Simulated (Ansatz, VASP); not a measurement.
One calculation of Al, two programs

```xyz
2
Lattice="2.7421 0.0000 0.0000 -1.3711 2.3748 0.0000 0.0000 0.0000 4.8669" Properties=species:S:1:pos:R:3 pbc="T T T"
Al    1.3711    0.7916    3.6501
Al    0.0000    1.5832    1.2167
```

Change from the starting cell: strain -0.0250 x Voigt [1, 1, 0, 0, 0, 0], atoms carried along.

Alike in both runs: task single point; functional r2SCAN; k mesh 21 × 21 × 10; occupations gaussian, width 0.15 eV; no spin polarisation.

```csv
,VASP,Ansatz
version,VASP 6.6.1,Ansatz 0.2.0
potentials or method,"VASP PAW PBE potentials, release 64 (Al), cutoff 520 eV","scalar-relativistic, plane waves, PAW"
valence electrons in the cell,6,6
```

Ansatz gave:

- gap on the k mesh at the Fermi level (eV): none
- pressure (GPa): 1.8
- traceless stress, the component that is largest in VASP (GPa): -4.46

Q: Estimate VASP's values.

A: gap on the k mesh at the Fermi level (eV): none; pressure (GPa): 1.4; traceless stress, the component that is largest in VASP (GPa): -4.44.

VASP's potentials were made for PBE, not for r2SCAN. A gap of «none» marks a metal or a gap that the smearing closes. With one functional, cell and mesh, what is left measures potentials, basis and numerics.
